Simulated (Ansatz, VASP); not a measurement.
# SnO2 in VASP and in Ansatz

The input INCAR:

```
PREC     = Accurate       # precision mode
ENCUT    = 520            # plane-wave cutoff, eV
EDIFF    = 1E-7           # SCF threshold, eV
ISMEAR   = 0              # smearing method
SIGMA    = 0.01           # smearing width, eV
LREAL    = F              # projectors in reciprocal space
LASPH    = T              # aspherical terms in the spheres
NELM     = 100            # most SCF steps
ALGO     = Normal         # electronic algorithm
ISIF     = 2              # what is computed and relaxed
LWAVE    = F              # write WAVECAR
LCHARG   = F              # write CHGCAR
GGA      = PS             # functional
IVDW     = 13             # dispersion correction
NBANDS   = 35             # bands
```

Contents of KPOINTS:

```
Automatic mesh
0
Gamma
  4 4 6
```

File POSCAR:

```
SnO2
1.0
    4.7380000000      0.0000000000      0.0000000000
    0.0000000000      4.7380000000      0.0000000000
    0.0000000000      0.0000000000      3.1865000000
Sn O
2 4
Direct
    0.0000000000      0.0000000000      0.0000000000
    0.5000000000      0.5000000000      0.5000000000
    0.3071000000      0.3071000000      0.0000000000
    0.1929000000      0.8071000000      0.5000000000
    0.6929000000      0.6929000000      0.0000000000
    0.8071000000      0.1929000000      0.5000000000
```

Input for Ansatz:

```yaml
crystal:
  lattice:
    a: 4.738
    b: 4.738
    c: 3.1865
    alpha: 90.0
    beta: 90.0
    gamma: 90.0
  space_group: 136
  setting:
    hermann_mauguin: P42/mnm
  atoms:
    - { symbol: Sn, position: [0.0, 0.0, 0.0] }
    - { symbol: O, position: [0.3071, 0.3071, 0.0] }
basis:
  ecutwfc: 550.0
kpoints:
  mp_grid:
    grid: [4, 4, 6]
hamiltonian:
  xc: pbesol
  dispersion: d4
scf:
  occupations:
    method: fixed
output:
  forces: true
  stress: true
```

Alike in both runs: task single point; functional PBEsol; dispersion D4; k mesh 4 × 4 × 6; no spin polarisation.

|  | VASP | Ansatz |
| --- | --- | --- |
| version | VASP 6.6.1 | Ansatz 0.2.0 |
| potentials or method | VASP PAW PBE potentials, release 64 (Sn_d, O), cutoff 520 eV | plane waves, PAW |
| occupations | gaussian, width 0.01 eV | fixed |
| valence electrons in the cell | 52 | 52 |

Ansatz gave:

| Quantity | Value |
| --- | --- |
| pressure (GPa) | 2.7 |
| traceless stress, the component that is largest in VASP (GPa) | 1.22 |
| rms of the force components (eV/Å) | 0.097 |

Q: Estimate VASP's values.

A: Pressure (GPa): 3.4; traceless stress, the component that is largest in VASP (GPa): 1.48; rms of the force components (eV/Å): 0.106.

VASP's potentials were made for PBE, not for PBEsol. Atom by atom the forces differ by 0.009 eV/Å (rms over components).
